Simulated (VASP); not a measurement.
A run of VASP 6.6.1:

POSCAR

```
Se
1.0
    0.0000000000      3.1452115472      3.1452115472
    3.1452115472      0.0000000000      3.1452115472
    3.1452115472      3.1452115472      0.0000000000
Se
2
Direct
    0.0000000000      0.0000000000      0.0000000000
    0.2500000000      0.2500000000      0.2500000000
```

File INCAR.step1:

```
SYSTEM = Se
ALGO = Normal ; EDIFF = 1E-4
ENCUT = 520 ; GGA = PE
ISMEAR = -1 ; LASPH = .True.
LCHARG = .False. ; LREAL = .False.
LWAVE = .True. ; NBANDS = 13
NELM = 60 ; PREC = Accurate
SIGMA = 0.1
```

INCAR.step2

```
SYSTEM = Se
ALGO = Normal ; EDIFF = 1E-6
ENCUT = 520 ; ISIF = 2
ISMEAR = -1 ; ISTART = 1
LASPH = .True. ; LCHARG = .False.
LMIXTAU = .True. ; LREAL = .False.
LWAVE = .False. ; METAGGA = R2SCAN
NBANDS = 13 ; NELM = 60
PREC = Accurate ; SIGMA = 0.1
```

The input KPOINTS:

```
k-points
0
Gamma
  9 9 9
  0 0 0
```

Potentials or basis: VASP PAW PBE potentials, release 64 (Se).

Command:

```sh
$ cat potpaw_PBE.64/Se/POTCAR > POTCAR
$ cp INCAR.step1 INCAR
$ mpirun -np 1 vasp_std > vasp.out
$ cp INCAR.step2 INCAR
$ mpirun -np 1 vasp_std > vasp.out
```

Hardware: 1 thread of Intel Xeon 8259CL, with other jobs on the host.

How long does it take, and how much memory?

It took 2.3 min on 1 thread of Intel Xeon 8259CL, on a shared host, peak memory 0.22 GiB. Counts: k points 35.
